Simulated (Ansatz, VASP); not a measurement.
## Nb in VASP and in Ansatz

Contents of INCAR:

```
SYSTEM = Nb
PREC     = Accurate       ! precision mode
ENCUT    = 520            ! plane-wave cutoff, eV
EDIFF    = 1E-7           ! SCF threshold, eV
ISMEAR   = -1             ! smearing method
SIGMA    = 0.1            ! smearing width, eV
LREAL    = .False.        ! projectors in reciprocal space
LASPH    = .True.         ! aspherical terms in the spheres
NELM     = 100            ! most SCF steps
ALGO     = Normal         ! electronic algorithm
ISIF     = 2              ! what is computed and relaxed
LWAVE    = .False.        ! write WAVECAR
LCHARG   = .False.        ! write CHGCAR
GGA      = B5             ! functional
ALDAX    = 1.0          
AGGAX    = 1.0          
AGGAC    = 1.0          
ALDAC    = 0.0          
NBANDS   = 26             ! bands
```

The input KPOINTS:

```
Automatic mesh
0
Gamma
  8 8 13
  0 0 0
```

POSCAR

```
Nb
1.0
    4.8192820284      0.0000000000      0.0000000000
   -2.4096410142      4.1736206646      0.0000000000
    0.0000000000      0.0000000000      2.6405250643
Nb
3
Direct
    1.0000000000      0.0000000000      0.0000000000
    0.3333333333      0.6666666667      0.5000000000
    0.6666666667      0.3333333333      0.5000000000
```

Input for Ansatz:

```yaml
crystal:
  lattice:
    - [4.8192820284, 0.0, 0.0]
    - [-2.4096410142, 4.1736206646, 0.0]
    - [0.0, 0.0, 2.6405250643]
  atoms:
    - { symbol: Nb, position: [1.0, 0.0, 0.0] }
    - { symbol: Nb, position: [0.3333333333, 0.6666666667, 0.5] }
    - { symbol: Nb, position: [0.6666666667, 0.3333333333, 0.5] }
hamiltonian:
  xc: blyp
  pseudopotentials:
    kind: paw
    azcp:
      Nb: "pseudopotentials/Nb.paw.azcp"
basis:
  ecutwfc: 420
  fft_grid_basis: typed
kpoints:
  mp_grid: { grid: [8, 8, 13], shift: [0, 0, 0] }
magnetization:
  spin_polarized: false
scf:
  occupations: { method: fermi_dirac, width: 0.1 }
  lower_state_search: "off"
output:
  stress: true
```

Alike in both runs: task single point; functional BLYP; k mesh 8 × 8 × 13; occupations fermi-dirac, width 0.1 eV; no spin polarisation.

```csv
,VASP,Ansatz
version,VASP 6.6.1,Ansatz 0.2.0
potentials or method,"VASP PAW PBE potentials, release 64 (Nb_sv), cutoff 520 eV","plane waves (420 eV) with PAW, scalar-relativistic"
valence electrons in the cell,39,39
```

Ansatz gave:

| Property | Result |
| --- | --- |
| pressure (GPa) | 14.7 |
| traceless stress, the component that is largest in VASP (GPa) | 0.32 |

Q: Which values does VASP return?

A: Pressure (GPa): 14.6; traceless stress, the component that is largest in VASP (GPa): 0.30.

VASP's potentials were made for PBE, not for BLYP.
